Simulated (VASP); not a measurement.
Set up this calculation in VASP 6.6.1, as the native input.

| Property | Result |
| --- | --- |
| Task | single point |
| Functional | PBEsol |
| Potentials or basis | VASP PAW PBE potentials, release 64 (W_sv, S) |
| Cutoff | 520 eV |
| k mesh | 12 × 12 × 4 |
| Occupations | gaussian, width 0.02 eV |
| Spin | no spin polarisation |
| Dipole correction | no |
| Further INCAR settings | ALGO = Normal; EDIFF = 1e-07; NBANDS = 35 |

The structure of WS2 lies in POSCAR:

```
WS2
1.0
    3.1461640718      0.0000000000      0.0000000000
   -1.5730820359      2.7246580106      0.0000000000
    0.0000000000      0.0000000000     12.6939005331
W S
2 4
Direct
    0.3333333333      0.6666666667      0.2500000000
    0.6666666667      0.3333333333      0.7500000000
    0.3333333333      0.6666666667      0.6265042515
    0.6666666667      0.3333333333      0.1265042515
    0.3333333333      0.6666666667      0.8734957485
    0.6666666667      0.3333333333      0.3734957485
```

The input as run:

INCAR

```
ALGO     = Normal         # electronic algorithm
EDIFF    = 1E-7           # SCF threshold, eV
ENCUT    = 520            # plane-wave cutoff, eV
GGA      = PS             # functional
ISIF     = 2              # what is computed and relaxed
ISMEAR   = 0              # smearing method
LASPH    = T              # aspherical terms in the spheres
LCHARG   = F              # write CHGCAR
LREAL    = F              # projectors in reciprocal space
LWAVE    = F              # write WAVECAR
NBANDS   = 35             # bands
NELM     = 100            # most SCF steps
PREC     = Accurate       # precision mode
SIGMA    = 0.02           # smearing width, eV
```

KPOINTS

```
k-points
0
Gamma
  12 12 4
```

Potentials or basis: VASP PAW PBE potentials, release 64 (W_sv, S).

Launch:

```bash
$ cat potpaw_PBE.64/W_sv/POTCAR potpaw_PBE.64/S/POTCAR > POTCAR
$ mpirun -np 1 vasp_std > vasp.out
```

Results of the run:

The pressure is 0.1 GPa. The largest force is 0.020 eV/Å and the band gap on the k mesh is 1.11 eV (least direct gap 1.87 eV).

Caveat: the PAW data sets were made with another functional, which shifts forces and pressure a little; spin-orbit coupling is left out, which moves the levels of the heavy elements; this functional lacks dispersion, which binds the layers, so the pressure and a relaxed spacing across them are unreliable.

It took 96 s on 1 thread of Intel(R) Xeon(R) 6975P-C (Granite Rapids), with other jobs on the host, peak memory 0.32 GiB.
